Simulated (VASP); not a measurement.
# Ir in VASP: single point with PBEsol

Aim: the single point of Ir with PBEsol.

Program: VASP 6.6.1. These are calculated values, not measurements. Logs are shortened: lines on timing, memory, paths and dates and some standing lists are left out, and cuts for length are marked.

### Step 1. The cell of the first run

The cell holds a slab with vacuum, 5 atoms: a = 2.709 Å, b = 2.709 Å, c = 24.847 Å, α = 90.00°, β = 90.00°, γ = 120.00°.

### Step 2. Single point, PBEsol

POSCAR

```
Ir
1.0
    2.7088887786      0.0000000000      0.0000000000
   -1.3544443893      2.3459664983      0.0000000000
    0.0000000000      0.0000000000     24.8472000000
Ir
5
Direct
    0.8333333330      0.1666666670      0.3219679945
    0.1666666670      0.8333333330      0.4109839970
    0.5000000000      0.5000000000      0.5000000000
    0.8333333330      0.1666666670      0.5890160030
    0.1666666670      0.8333333330      0.6780320055
```

INCAR.step1

```
SYSTEM = Ir
PREC = Accurate
ENCUT = 520
EDIFF = 1E-6
ISMEAR = -1
SIGMA = 0.05
LREAL = .FALSE.
LASPH = .TRUE.
NELM = 100
ALGO = Normal
ISIF = 2
LWAVE = .FALSE.
LCHARG = .TRUE.
LMAXMIX = 4
LDIPOL = .TRUE.
IDIPOL = 3
DIPOL = 0.5 0.5 0.500
GGA = PS
NBANDS = 30
```

KPOINTS.step1

```
regular mesh
0
G
  14 14 1
  0 0 0
```

INCAR.step2

```
SYSTEM = Ir
PREC = Accurate
ENCUT = 520
EDIFF = 1E-6
ISMEAR = -5
SIGMA = 0.05
LREAL = .FALSE.
LASPH = .TRUE.
NELM = 100
ALGO = Normal
ISIF = 2
LWAVE = .FALSE.
LCHARG = .FALSE.
LMAXMIX = 4
LDIPOL = .TRUE.
IDIPOL = 3
DIPOL = 0.5 0.5 0.500
GGA = PS
LORBIT = 10
NBANDS = 30
NEDOS = 2001
ICHARG = 11
```

KPOINTS.step2

```
regular mesh
0
G
  21 21 1
  0 0 0
```

Potentials or basis: VASP PAW PBE potentials, release 64 (Ir).

Run with:

```sh
> cat potpaw_PBE.64/Ir/POTCAR > POTCAR
> cp INCAR.step1 INCAR
> cp KPOINTS.step1 KPOINTS
> mpirun -np 1 vasp_std > vasp.out
> cp INCAR.step2 INCAR
> cp KPOINTS.step2 KPOINTS
> mpirun -np 1 vasp_std > vasp.out
```

OUTCAR:

```text
SYSTEM = Ir
   PREC = Accurate
   ENCUT = 520
   EDIFF = 1E-6
   ISMEAR = -5
   LREAL = .FALSE.
   LASPH = .TRUE.
   NELM = 100
   ISIF = 2
   GGA = PS
   LORBIT = 10
   ICHARG = 11

 ion  position               nearest neighbor table
   1  0.833  0.167  0.322-   2 2.71   2 2.71   2 2.71
   2  0.167  0.833  0.411-   1 2.71   1 2.71   1 2.71   3 2.71   3 2.71   3 2.71
   3  0.500  0.500  0.500-   2 2.71   4 2.71   2 2.71   4 2.71   2 2.71   4 2.71
   4  0.833  0.167  0.589-   5 2.71   5 2.71   5 2.71   3 2.71   3 2.71   3 2.71
   5  0.167  0.833  0.678-   4 2.71   4 2.71   4 2.71

  LATTYP: Found a hexagonal cell.
 ALAT       =     2.7088887786
 C/A-ratio  =     9.1724696105

  Lattice vectors:

 A1 = (   2.7088887786,   0.0000000000,   0.0000000000)
 A2 = (  -1.3544443893,   2.3459664983,   0.0000000000)
 A3 = (   0.0000000000,   0.0000000000,  24.8472000000)

Analysis of symmetry for initial positions (statically):
=====================================================================
 Subroutine PRICEL returns:
 Original cell was already a primitive cell.

 Routine SETGRP: Setting up the symmetry group for a
 hexagonal supercell.

 Subroutine GETGRP returns: Found 12 space group operations
 (whereof  4 operations were pure point group operations)
 out of a pool of 24 trial point group operations.

The static configuration has the point symmetry C_2h.
 The point group associated with its full space group is D_3d.

Analysis of symmetry for dynamics (positions and initial velocities):
=====================================================================
 Subroutine PRICEL returns:
 Original cell was already a primitive cell.

 Routine SETGRP: Setting up the symmetry group for a
 hexagonal supercell.

 Subroutine GETGRP returns: Found 12 space group operations
 (whereof  4 operations were pure point group operations)
 out of a pool of 24 trial point group operations.

The dynamic configuration has the point symmetry C_2h.
 The point group associated with its full space group is D_3d.

 Subroutine INISYM returns: Found 12 space group operations
 (whereof  4 operations are pure point group operations),
 and found     1 'primitive' translations

----------------------------------------------------------------------------------------

                                     Primitive cell

  volume of cell :     157.9030

[... 112 lines left out ...]
   EFERMI_NEDOS =   21; number of points for ismear=-14 and -15
   IALGO  =     38    algorithm
   IMIX   =      4    mixing-type and parameters
     AMIX     =   0.40;   BMIX     =  1.00
     AMIX_MAG =   1.60;   BMIX_MAG =  1.00
  volume/ion in A,a.u.               =      31.58       213.12
  Fermi-wavevector in a.u.,A,eV,Ry     =   1.077330  2.035859 15.791472  1.160640
  Thomas-Fermi vector in A             =   2.213239
   LORBIT       =     10    0 simple, 1 ext, 2 COOP (PROOUT), +10 PAW based schemes
   GGA     = PS    functional components
   LHFCALC =     F    Hartree Fock is set to
   AEXX    =    0.0000 exact exchange contribution
   IVDW    =     0    specifies the selected vdW correction
   LEPSILON=     F    determine dielectric tensor
   LRPA    =     F    only Hartree local field effects (RPA)
 non-spin polarized calculation
 Fermi weights with tetrahedron method with Bloechl corrections
  energy-cutoff  :      520.00
  volume of cell :      157.90
 maximum number of plane-waves:      4299

 number of electron      45.0000002 magnetization

 dipolmoment           0.000000      0.000000      0.000000 electrons x Angstroem

 Free energy of the ion-electron system (eV)
  ---------------------------------------------------
  ext. energy  EPLUGINS =         0.00000000
  ---------------------------------------------------
  free energy    TOTEN  =       -46.95470781 eV

  energy without entropy =      -46.95470781  energy(sigma->0) =      -46.95470781

 E-fermi :   1.4148     XC(G=0):  -7.1207

 val. band max:        1.5147928618   @ k =   0.0000   0.0000   0.0000
 cond. band min:       1.4065252598   @ k =   0.3333   0.1429   0.0000
 fundamental gap:     -0.1082676020
 Fermi energy:         1.4148053055

 k-point     1 :       0.0000    0.0000    0.0000
  band No.  band energies     occupation
      1      -9.3826      2.00000
      2      -8.2800      2.00000
      3      -7.1128      2.00000
      4      -6.4656      2.00000
      5      -6.3816      2.00000
      6      -2.7576      2.00000
[... 781 lines left out ...]
     29       3.2630      0.00000
     30       5.0548      0.00000

 [... further k-points ...]

------------------------ aborting loop because EDIFF is reached ----------------------------------------

 vacuum level on the upper side and lower side of the slab       (xc-potential included)        -0.293        -0.293

  FORCE on cell =-STRESS in cart. coord.  units (eV):
  Direction    XX          YY          ZZ          XY          YZ          ZX
  --------------------------------------------------------------------------------------
  -------------------------------------------------------------------------------------
  Total       -4.5601695     -4.5601695     -3.0338214      0.0000000      0.0000000     -0.0000000
  in kB      -46.2701736    -46.2701736    -30.7829448      0.0000000      0.0000000     -0.0000000
  external PRESSURE =     -41.1077640 kB  Pullay stress =       0.0000000 kB

 VOLUME and BASIS-vectors are now :
 -----------------------------------------------------------------------------
  energy-cutoff  :      520.00
  volume of cell :      157.90
      direct lattice vectors                 reciprocal lattice vectors
     2.708888779  0.000000000  0.000000000     0.369155060  0.213131773  0.000000000
    -1.354444389  2.345966498  0.000000000     0.000000000  0.426263547  0.000000000
     0.000000000  0.000000000 24.847200000     0.000000000  0.000000000  0.040245983

 POSITION                                       TOTAL-FORCE (eV/Angst)
 -----------------------------------------------------------------------------------
      2.03167      0.39099      8.00000        -0.000000      0.000000      0.454692
     -0.67722      1.95497     10.21180         0.000000     -0.000000     -0.362173
      0.67722      1.17298     12.42360        -0.000000      0.000000     -0.000000
      2.03167      0.39099     14.63540         0.000000      0.000000      0.362173
     -0.67722      1.95497     16.84720         0.000000     -0.000000     -0.454692
 -----------------------------------------------------------------------------------
    total drift:                               -0.000000     -0.000000     -0.000000

  FREE ENERGIE OF THE ION-ELECTRON SYSTEM (eV)
  ---------------------------------------------------
  free  energy   TOTEN  =       -46.9547078136 eV

  energy  without entropy=      -46.9547078136  energy(sigma->0) =      -46.95470781

 vacuum level on the upper side and lower side of the slab         6.780         6.780

 total charge

# of ion       s       p       d       tot
------------------------------------------
    1        0.667   0.587   6.904   8.157
    2        0.668   0.737   6.960   8.364
    3        0.677   0.754   6.988   8.419
    4        0.668   0.737   6.960   8.364
    5        0.667   0.587   6.904   8.157
--------------------------------------------------
tot          3.346   3.401  34.714  41.461
```

Wall time 8.1 min (1 thread of Intel Xeon 8259CL, shared host); peak memory 0.35 GiB.

Results:

* Valence electrons inside the program's atomic spheres: Ir 8.16, 8.36, 8.42 (each value once)

Levels at points of the mesh, in eV from the Fermi level:
```csv
k point,band 19,band 20,band 21,band 22,band 23,band 24,band 25,band 26
"(0.00, 0.00, 0.00)",-2.67,-1.20,-1.20,-1.02,-1.02,-0.48,-0.45,-0.45
```

Caveat: the PAW data sets were made with another functional, which shifts forces and pressure a little; spin-orbit coupling is left out, which moves the levels of the heavy elements; tetrahedron occupations give inexact forces and stress in metals.
